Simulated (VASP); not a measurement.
Here is a VASP 6.6.1 calculation.

The input INCAR:

```
SYSTEM = Si3Br
PREC     = Accurate       ! precision mode
ENCUT    = 600            ! plane-wave cutoff, eV
EDIFF    = 1E-6           ! SCF threshold, eV
ISMEAR   = 0              ! smearing method
SIGMA    = 0.1            ! smearing width, eV
LREAL    = .FALSE.        ! projectors in reciprocal space
LASPH    = .TRUE.         ! aspherical terms in the spheres
NELM     = 80             ! most SCF steps
ALGO     = Normal         ! electronic algorithm
ISIF     = 3              ! what is computed and relaxed
LWAVE    = .FALSE.        ! write WAVECAR
LCHARG   = .FALSE.        ! write CHGCAR
GGA      = PE             ! functional
IBRION   = 2              ! ionic algorithm
NSW      = 90             ! ionic steps
EDIFFG   = -0.04          ! ionic threshold
```

Contents of KPOINTS:

```
regular mesh
0
G
  4 4 4
  0 0 0
```

File POSCAR:

```
Si3Br
1.0
    4.1115135700      0.0000000000      0.0000000000
    0.0000000000      4.1115135700      0.0000000000
    0.0000000000      0.0000000000      4.1115135700
Si Br
3 1
Direct
    0.0000000000      0.5000000000      0.5000000000
    0.5000000000      0.0000000000      0.5000000000
    0.5000000000      0.5000000000      0.0000000000
    0.0000000000      0.0000000000      0.0000000000
```

Potentials or basis: VASP PAW PBE potentials, release 64 (Si, Br).

The run is started by

```bash
$ cat potpaw_PBE.64/Si/POTCAR potpaw_PBE.64/Br/POTCAR > POTCAR
$ mpirun -np 1 vasp_std > vasp.out
```

(1) Estimate the relaxed volume.

(2) Predict the relaxed cell.

Results:

(1) 19.13 Å³/atom.

(2) a = 4.245 Å, b = 4.245 Å, c = 4.245 Å, α = 90.00°, β = 90.00°, γ = 90.00°.

Caveat: the k points lie up to 0.37 Å⁻¹ apart in the final cell; an odd number of electrons without spin polarisation forces a metal; a magnetic or distorted state may lie lower.
